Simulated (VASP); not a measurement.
# KBr in VASP: further runs

KBr is run at these levels: PBE; tasks: single point.

Everything below comes from runs of VASP 6.6.1. Logs are shortened: lines on timing, memory, paths and dates and some standing lists are left out, and cuts for length are marked.

### Step 1. The cell of the first run

The structure is cubic, space group Fm-3m (No. 225). Conventional cell: a = 6.684 Å, b = 6.684 Å, c = 6.684 Å, α = 90.00°, β = 90.00°, γ = 90.00°. Within 4.4 Å of K (site symmetry m-3m) lie 6 Br at 3.34 Å. Br (site symmetry m-3m) has 6 K at 3.34 Å within 4.4 Å.

### Step 2. Single point, PBE (strain +0.015 along x and y, +0.015 along z)

Input file INCAR:

```
SYSTEM = KBr
  PREC = Accurate
  ENCUT = 520
  EDIFF = 1E-7
  ISMEAR = 0
  SIGMA = 0.05
  LREAL = .FALSE.
  LASPH = .TRUE.
  NELM = 80
  ALGO = Normal
  ISIF = 2
  LWAVE = .FALSE.
  LCHARG = .TRUE.
  GGA = PE
  LELF = .TRUE.
  LVHAR = .TRUE.
  NBANDS = 15
```

Input file KPOINTS:

```
Automatic mesh
0
G
  6 6 6
  0 0 0
```

Input file POSCAR:

```
KBr
1.0
    0.0000000000      3.3418875000      3.3418875000
    3.3418875000      0.0000000000      3.3418875000
    3.3418875000      3.3418875000      0.0000000000
K Br
1 1
Direct
    0.0000000000      0.0000000000      0.0000000000
    0.5000000000      0.5000000000      0.5000000000
```

Potentials or basis: VASP PAW PBE potentials, release 64 (K_sv, Br).

On the command line:

```bash
$ cat potpaw_PBE.64/K_sv/POTCAR potpaw_PBE.64/Br/POTCAR > POTCAR
$ mpirun -np 1 vasp_std > vasp.out
```

OUTCAR:

```text
SYSTEM = KBr
   PREC = Accurate
   ENCUT = 520
   EDIFF = 1E-7
   ISMEAR = 0
   LREAL = .FALSE.
   LASPH = .TRUE.
   NELM = 80
   ISIF = 2
   GGA = PE

 ion  position               nearest neighbor table
   1  0.000  0.000  0.000-
   2  0.500  0.500  0.500-

  LATTYP: Found a face centered cubic cell.
 ALAT       =     6.6837750000

  Lattice vectors:

 A1 = (   0.0000000000,   3.3418875000,   3.3418875000)
 A2 = (   3.3418875000,   0.0000000000,   3.3418875000)
 A3 = (   3.3418875000,   3.3418875000,   0.0000000000)

Analysis of symmetry for initial positions (statically):
=====================================================================
 Subroutine PRICEL returns:
 Original cell was already a primitive cell.

 Routine SETGRP: Setting up the symmetry group for a
 face centered cubic supercell.

 Subroutine GETGRP returns: Found 48 space group operations
 (whereof 48 operations were pure point group operations)
 out of a pool of 48 trial point group operations.

The static configuration has the point symmetry O_h .

Analysis of symmetry for dynamics (positions and initial velocities):
=====================================================================
 Subroutine PRICEL returns:
 Original cell was already a primitive cell.

 Routine SETGRP: Setting up the symmetry group for a
 face centered cubic supercell.

 Subroutine GETGRP returns: Found 48 space group operations
 (whereof 48 operations were pure point group operations)
 out of a pool of 48 trial point group operations.

The dynamic configuration has the point symmetry O_h .

 Subroutine INISYM returns: Found 48 space group operations
 (whereof 48 operations are pure point group operations),
 and found     1 'primitive' translations

----------------------------------------------------------------------------------------

                                     Primitive cell

  volume of cell :      74.6458

  direct lattice vectors                    reciprocal lattice vectors
     0.000000000  3.341887500  3.341887500    -0.149616048  0.149616048  0.149616048
     3.341887500  0.000000000  3.341887500     0.149616048 -0.149616048  0.149616048
     3.341887500  3.341887500  0.000000000     0.149616048  0.149616048 -0.149616048

  length of vectors
     4.726142626  4.726142626  4.726142626     0.259142596  0.259142596  0.259142596

  position of ions in fractional coordinates (direct lattice)
     0.000000000  0.000000000  0.000000000
     0.500000000  0.500000000  0.500000000

  ion indices of the primitive-cell ions
   primitive index   ion index
                 1           1
                 2           2

----------------------------------------------------------------------------------------

 KPOINTS: Automatic mesh

Automatic generation of k-mesh.
 Grid dimensions read from file:
 generate k-points for:    6    6    6

 Generating k-lattice:

  Cartesian coordinates                     Fractional coordinates (reciprocal lattice)
    -0.024936008  0.024936008  0.024936008     0.166666667  0.000000000  0.000000000
     0.024936008 -0.024936008  0.024936008     0.000000000  0.166666667  0.000000000
     0.024936008  0.024936008 -0.024936008     0.000000000  0.000000000  0.166666667

  Length of vectors
     0.043190433  0.043190433  0.043190433

  Shift w.r.t. Gamma in fractional coordinates (k-lattice)
     0.000000000  0.000000000  0.000000000

 Subroutine IBZKPT returns following result:
 ===========================================

 Found     16 irreducible k-points:

 Following reciprocal coordinates:
            Coordinates               Weight
  0.000000  0.000000  0.000000      1.000000
  0.166667  0.000000  0.000000      8.000000
  0.333333  0.000000  0.000000      8.000000
  0.500000  0.000000  0.000000      4.000000
  0.166667  0.166667  0.000000      6.000000
  0.333333  0.166667  0.000000     24.000000
[... 8 lines left out ...]
 -0.333333  0.333333  0.166667     24.000000
 -0.333333  0.500000  0.166667     12.000000
   k-points           NKPTS =     16   k-points in BZ     NKDIM =     16   number of bands    NBANDS=     15
   number of dos      NEDOS =    301   number of ions     NIONS =      2
   total plane-waves  NPLWV =  46656
   dimension x,y,z NGX =    36 NGY =   36 NGZ =   36
   dimension x,y,z NGXF=    72 NGYF=   72 NGZF=   72
   ions per type =               1   1
   NGX,Y,Z   is equivalent  to a cutoff of  12.66, 12.66, 12.66 a.u.
   NGXF,Y,Z  is equivalent  to a cutoff of  25.33, 25.33, 25.33 a.u.
 SYSTEM =  KBr
   PREC   = accura    normal or accurate (medium, high low for compatibility)
   ISTART =      0    job   : 0-new  1-cont  2-samecut
   ICHARG =      2    charge: 1-file 2-atom 10-const
   ISPIN  =      1    spin polarized calculation?
   LNONCOLLINEAR =      F non collinear calculations
   LSORBIT =      F    spin-orbit coupling
   LASPH  =      T    aspherical Exc in radial PAW
   ENCUT  =  520.0 eV  38.22 Ry    6.18 a.u.   8.79  8.79  8.79*2*pi/ulx,y,z
   NELM   =     80;   NELMIN=  2; NELMDL= -5     # of ELM steps
   EDIFF  = 0.1E-06   stopping-criterion for ELM
   LREAL  =      F    real-space projection
   EDIFFG = 0.1E-05   stopping-criterion for IOM
   NSW    =      0    number of steps for IOM
   IBRION =     -1    ionic relax: 0-MD 1-quasi-New 2-CG
   NFREE  =      0    steps in history (QN), initial steepest desc. (CG)
   ISIF   =      2    stress and relaxation
   ISYM   =      2    0-nonsym 1-usesym 2-fastsym
   POTIM  = 0.5000    time-step for ionic-motion
   TEBEG  =    0.0;   TEEND  =   0.0 temperature during run
   PSTRESS=    0.0 pullay stress
   NELECT =      16.0000    total number of electrons
   NUPDOWN=      -1.0000    fix difference up-down
   EMIN   =  10.00;   EMAX   =-10.00  energy-range for DOS
   EFERMI =   0.00;   METHOD = LEGACY
   ISMEAR =     0;   SIGMA  =   0.05  broadening in eV -4-tet -1-fermi 0-gaus
   EFERMI_NEDOS =   21; number of points for ismear=-14 and -15
   IALGO  =     38    algorithm
   IMIX   =      4    mixing-type and parameters
     AMIX     =   0.40;   BMIX     =  1.00
     AMIX_MAG =   1.60;   BMIX_MAG =  1.00
  volume/ion in A,a.u.               =      37.32       251.87
  Fermi-wavevector in a.u.,A,eV,Ry     =   0.979745  1.851449 13.060233  0.959900
  Thomas-Fermi vector in A             =   2.110622
   LORBIT       =      0    0 simple, 1 ext, 2 COOP (PROOUT), +10 PAW based schemes
   GGA     = PE    functional components
   LHFCALC =     F    Hartree Fock is set to
   AEXX    =    0.0000 exact exchange contribution
   IVDW    =     0    specifies the selected vdW correction
   LEPSILON=     F    determine dielectric tensor
   LRPA    =     F    only Hartree local field effects (RPA)
 non-spin polarized calculation
 Gauss-broadening in eV      SIGMA  =   0.05
  energy-cutoff  :      520.00
  volume of cell :       74.65
 maximum number of plane-waves:      2044
   NGX = 17   NGY = 17   NGZ = 17

 number of electron      15.9999999 magnetization

 Free energy of the ion-electron system (eV)
  ---------------------------------------------------
  ext. energy  EPLUGINS =         0.00000000
  ---------------------------------------------------
  free energy    TOTEN  =        -6.22310771 eV

  energy without entropy =       -6.22310771  energy(sigma->0) =       -6.22310771

 E-fermi :  -1.6139     XC(G=0):  -7.2206

 val. band max:       -1.8863514652   @ k =   0.0000   0.0000   0.0000
 cond. band min:       2.4482007053   @ k =   0.0000   0.0000   0.0000
 fundamental gap:      4.3345521705
 Fermi energy:        -1.6138722828

 k-point     1 :       0.0000    0.0000    0.0000
  band No.  band energies     occupation
      1     -29.7502      2.00000
      2     -14.1341      2.00000
      3     -13.2245      2.00000
      4     -13.2245      2.00000
      5     -13.2245      2.00000
      6      -1.8864      2.00000
      7      -1.8864      2.00000
      8      -1.8864      2.00000
      9       2.4482      0.00000
     10       5.7070      0.00000
     11       5.7070      0.00000
     12       5.7070      0.00000
     13       6.5069      0.00000
     14       6.5069      0.00000
     15       9.6160      0.00000

 k-point     2 :       0.1667    0.0000    0.0000
  band No.  band energies     occupation
      1     -29.7491      2.00000
      2     -14.1834      2.00000
      3     -13.2258      2.00000
      4     -13.2258      2.00000
      5     -13.1597      2.00000
      6      -2.2283      2.00000
      7      -1.9666      2.00000
      8      -1.9666      2.00000
      9       3.0810      0.00000
     10       5.5596      0.00000
     11       6.0194      0.00000
     12       6.0194      0.00000
     13       6.8425      0.00000
     14       6.8425      0.00000
     15      10.4583      0.00000

 k-point     3 :       0.3333    0.0000    0.0000
  band No.  band energies     occupation
      1     -29.7468      2.00000
      2     -14.2670      2.00000
      3     -13.2283      2.00000
      4     -13.2283      2.00000
      5     -13.0447      2.00000
      6      -2.7663      2.00000
      7      -2.1180      2.00000
      8      -2.1180      2.00000
      9       4.1968      0.00000
     10       5.7439      0.00000
     11       6.8537      0.00000
     12       6.8537      0.00000
     13       7.6894      0.00000
     14       7.6894      0.00000
     15       9.3985      0.00000

 k-point     4 :       0.5000    0.0000    0.0000
  band No.  band energies     occupation
      1     -29.7457      2.00000
      2     -14.3036      2.00000
      3     -13.2296      2.00000
      4     -13.2296      2.00000
      5     -12.9921      2.00000
      6      -2.9921      2.00000
      7      -2.1896      2.00000
      8      -2.1896      2.00000
      9       4.6225      0.00000
     10       6.2045      0.00000
     11       7.7726      0.00000
     12       7.7726      0.00000
     13       8.0683      0.00000
     14       8.0683      0.00000
     15       8.7973      0.00000
[... 163 lines left out ...]
 k-point    14 :       0.5000    0.3333    0.1667
  band No.  band energies     occupation
      1     -29.7454      2.00000
      2     -14.1957      2.00000
      3     -13.2580      2.00000
      4     -13.2427      2.00000
      5     -13.1072      2.00000
      6      -2.6986      2.00000
      7      -2.2403      2.00000
      8      -2.2038      2.00000
      9       4.9454      0.00000
     10       5.0314      0.00000
     11       6.8764      0.00000
     12       7.7269      0.00000
     13       7.7586      0.00000
     14       7.9134      0.00000
     15       8.9275      0.00000

 k-point    15 :      -0.3333    0.3333    0.1667
  band No.  band energies     occupation
      1     -29.7447      2.00000
      2     -14.1850      2.00000
      3     -13.2662      2.00000
      4     -13.2549      2.00000
      5     -13.1040      2.00000
      6      -2.6641      2.00000
      7      -2.3839      2.00000
      8      -2.2544      2.00000
      9       5.2574      0.00000
     10       5.6413      0.00000
     11       6.5066      0.00000
     12       7.1369      0.00000
     13       8.3251      0.00000
     14       8.6072      0.00000
     15       8.9650      0.00000

 k-point    16 :      -0.3333    0.5000    0.1667
  band No.  band energies     occupation
      1     -29.7443      2.00000
      2     -14.1168      2.00000
      3     -13.2898      2.00000
      4     -13.2667      2.00000
      5     -13.1624      2.00000
      6      -2.5583      2.00000
      7      -2.3304      2.00000
      8      -2.3114      2.00000
      9       4.7080      0.00000
     10       5.8814      0.00000
     11       6.3096      0.00000
     12       7.2070      0.00000
     13       8.0026      0.00000
     14       8.7782      0.00000
     15       9.2432      0.00000

------------------------ aborting loop because EDIFF is reached ----------------------------------------

  FORCE on cell =-STRESS in cart. coord.  units (eV):
  Direction    XX          YY          ZZ          XY          YZ          ZX
  --------------------------------------------------------------------------------------
  -------------------------------------------------------------------------------------
  Total        0.0761038      0.0761038      0.0761038      0.0000000      0.0000000      0.0000000
  in kB        1.6334703      1.6334703      1.6334703      0.0000000      0.0000000      0.0000000
  external PRESSURE =       1.6334703 kB  Pullay stress =       0.0000000 kB

 VOLUME and BASIS-vectors are now :
 -----------------------------------------------------------------------------
  energy-cutoff  :      520.00
  volume of cell :       74.65
      direct lattice vectors                 reciprocal lattice vectors
     0.000000000  3.341887500  3.341887500    -0.149616048  0.149616048  0.149616048
     3.341887500  0.000000000  3.341887500     0.149616048 -0.149616048  0.149616048
     3.341887500  3.341887500  0.000000000     0.149616048  0.149616048 -0.149616048

 POSITION                                       TOTAL-FORCE (eV/Angst)
 -----------------------------------------------------------------------------------
      0.00000      0.00000      0.00000        -0.000000     -0.000000     -0.000000
      3.34189      3.34189      3.34189         0.000000      0.000000      0.000000
 -----------------------------------------------------------------------------------
    total drift:                                0.000000      0.000000      0.000000

  FREE ENERGIE OF THE ION-ELECTRON SYSTEM (eV)
  ---------------------------------------------------
  free  energy   TOTEN  =        -6.2231077062 eV

  energy  without entropy=       -6.2231077062  energy(sigma->0) =       -6.22310771
```

Wall time 14 s (1 thread of AMD EPYC 9R45 (Zen 5), shared host); peak memory 0.18 GiB.

Results:

* Free energy: -6.2231 eV
* Pressure: 0.2 GPa
* Band gap on the k mesh: 4.33 eV, direct

Caveat: the cell differs from its parent crystal (strain +0.015 along x and y, +0.015 along z).

### Step 3. Single point, PBE (strain +0.030 along x and y, +0.030 along z)

Input file INCAR:

```
SYSTEM = KBr
PREC = Accurate
ENCUT = 520
EDIFF = 1E-7
ISMEAR = 0
SIGMA = 0.05
LREAL = .False.
LASPH = .True.
NELM = 100
ALGO = Normal
ISIF = 2
LWAVE = .False.
LCHARG = .False.
GGA = PE
NBANDS = 15
```

Input file KPOINTS:

```
Automatic mesh
0
Gamma
  6 6 6
  0 0 0
```

Input file POSCAR:

```
KBr
1.0
    0.0000000000      3.3912750000      3.3912750000
    3.3912750000      0.0000000000      3.3912750000
    3.3912750000      3.3912750000      0.0000000000
K Br
1 1
Direct
    0.0000000000      0.0000000000      0.0000000000
    0.5000000000      0.5000000000      0.5000000000
```

Potentials or basis: VASP PAW PBE potentials, release 64 (K_sv, Br).

On the command line:

```bash
$ cat potpaw_PBE.64/K_sv/POTCAR potpaw_PBE.64/Br/POTCAR > POTCAR
$ mpirun -np 1 vasp_std > vasp.out
```

It took 12 s on 1 thread of AMD EPYC 9R45 (Zen 5), shared host; peak memory 0.18 GiB.

It converged, with:

```
Free energy            : -6.2207 eV
Pressure               : -0.4 GPa
Band gap on the k mesh : 4.22 eV, direct
```

Levels at points of the mesh, in eV from the valence-band top:
| k point | band 5 | band 6 | band 7 | band 8 | band 9 | band 10 | band 11 | band 12 |
| --- | --- | --- | --- | --- | --- | --- | --- | --- |
| (0.00, 0.00, 0.00) | -11.44 | 0.00 | 0.00 | 0.00 | 4.22 | 7.57 | 7.57 | 7.57 |
| (0.50, 0.00, 0.00) | -11.22 | -1.03 | -0.27 | -0.27 | 6.41 | 7.92 | 9.53 | 9.53 |
| (0.50, 0.50, 0.00) | -11.46 | -0.73 | -0.26 | -0.26 | 5.94 | 6.90 | 9.06 | 9.22 |

Caveat: the cell differs from its parent crystal (strain +0.030 along x and y, +0.030 along z).

### Step 4. Single point, PBE (strain -0.030 along x and y, -0.015 along z)

Input file INCAR:

```
SYSTEM = KBr
PREC     = Accurate       ! precision mode
ENCUT    = 520            ! plane-wave cutoff, eV
EDIFF    = 1E-6           ! SCF threshold, eV
ISMEAR   = 0              ! smearing method
SIGMA    = 0.05           ! smearing width, eV
LREAL    = .False.        ! projectors in reciprocal space
LASPH    = .True.         ! aspherical terms in the spheres
NELM     = 60             ! most SCF steps
ALGO     = Normal         ! electronic algorithm
ISIF     = 2              ! what is computed and relaxed
LWAVE    = .False.        ! write WAVECAR
LCHARG   = .False.        ! write CHGCAR
GGA      = PE             ! functional
NBANDS   = 15             ! bands
```

KPOINTS is that of step 3.

Input file POSCAR:

```
KBr
1.0
    0.0000000000      3.1937250000      3.2431125000
    3.1937250000      0.0000000000      3.2431125000
    3.1937250000      3.1937250000      0.0000000000
K Br
1 1
Direct
    0.0000000000      0.0000000000      0.0000000000
    0.5000000000      0.5000000000      0.5000000000
```

On the command line:

```bash
$ cat potpaw_PBE.64/K_sv/POTCAR potpaw_PBE.64/Br/POTCAR > POTCAR
$ mpirun -np 1 vasp_std > vasp.out
```

Wall time 17 s (1 thread of AMD EPYC 9R45 (Zen 5), shared host); peak memory 0.18 GiB.

It converged, with:

- Free energy: -6.1578 eV
- Pressure: 2.5 GPa
- Band gap on the k mesh: 4.66 eV, direct

Stress tensor (GPa, compression positive):
```
2.73 0.00 0.00
0.00 2.73 0.00
0.00 0.00 1.98
```

Levels at points of the mesh, in eV from the valence-band top:
| k point | band 5 | band 6 | band 7 | band 8 | band 9 | band 10 | band 11 | band 12 |
| --- | --- | --- | --- | --- | --- | --- | --- | --- |
| (0.00, 0.00, 0.00) | -11.10 | -0.01 | 0.00 | 0.00 | 4.66 | 7.54 | 7.64 | 7.64 |
| (0.50, 0.00, 0.00) | -10.80 | -1.36 | -0.41 | -0.41 | 6.76 | 8.53 | 9.98 | 9.98 |
| (0.50, 0.50, 0.00) | -11.15 | -0.92 | -0.30 | -0.30 | 5.76 | 7.50 | 9.47 | 9.92 |
| (0.50, 0.00, 0.50) | -11.15 | -0.90 | -0.33 | -0.33 | 5.75 | 7.51 | 9.51 | 9.98 |

Caveat: the cell differs from its parent crystal (strain -0.030 along x and y, -0.015 along z).

### Step 5. The runs side by side

```csv
cell,gap on the mesh (eV),pressure (GPa)
"a = 4.726 Å, angles 60.0°, 2 atoms",4.33,0.2
"a = 4.796 Å, angles 60.0°, 2 atoms",4.22,-0.4
"a = 4.552, b = 4.552, c = 4.517 Å, angles 60.3, 60.3, 59.5°, 2 atoms",4.66,2.5
```

Alike in all rows: task single point; level PBE; potentials or basis VASP PAW PBE potentials, release 64 (K_sv, Br); no spin polarisation; k mesh 6 × 6 × 6; cutoff (eV) 520; smearing gaussian 0.05 eV.

Total energies depend on the potentials used, so only differences within one code and one set of settings carry meaning.
